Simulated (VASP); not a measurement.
Input of a VASP 6.6.1 run:

Contents of POSCAR:

```
Tl
1.0
   -1.9906559410      1.9906559410      1.9906559410
    1.9906559410     -1.9906559410      1.9906559410
    1.9906559410      1.9906559410     -1.9906559410
Tl
1
Direct
    0.0000000000      0.0000000000      0.0000000000
```

File INCAR.step1:

```
SYSTEM = Tl
PREC = Accurate
ENCUT = 520
ISMEAR = 0
SIGMA = 0.05
LREAL = .FALSE.
LASPH = .TRUE.
NELM = 80
NBANDS = 12
GGA = PE
ALGO = Normal
EDIFF = 1E-4
LWAVE = .TRUE.
LCHARG = .FALSE.
```

INCAR.step2

```
SYSTEM = Tl
PREC = Accurate
ENCUT = 520
EDIFF = 1E-7
ISMEAR = 0
SIGMA = 0.05
LREAL = .FALSE.
LASPH = .TRUE.
NELM = 80
ALGO = Normal
ISIF = 2
LWAVE = .FALSE.
LCHARG = .FALSE.
METAGGA = R2SCAN
LMIXTAU = .TRUE.
NBANDS = 12
ISTART = 1
```

Contents of KPOINTS:

```
regular mesh
0
G
  14 14 14
  0 0 0
```

Potentials or basis: VASP PAW PBE potentials, release 64 (Tl_d).

Command:

```bash
$ cat potpaw_PBE.64/Tl_d/POTCAR > POTCAR
$ cp INCAR.step1 INCAR
$ mpirun -np 1 vasp_std > vasp.out
$ cp INCAR.step2 INCAR
$ mpirun -np 1 vasp_std > vasp.out
```

(1) Estimate the pressure.

## Answers

(1) -1.5 GPa.

Caveat: the PAW data sets were made with another functional, which shifts forces and pressure a little.
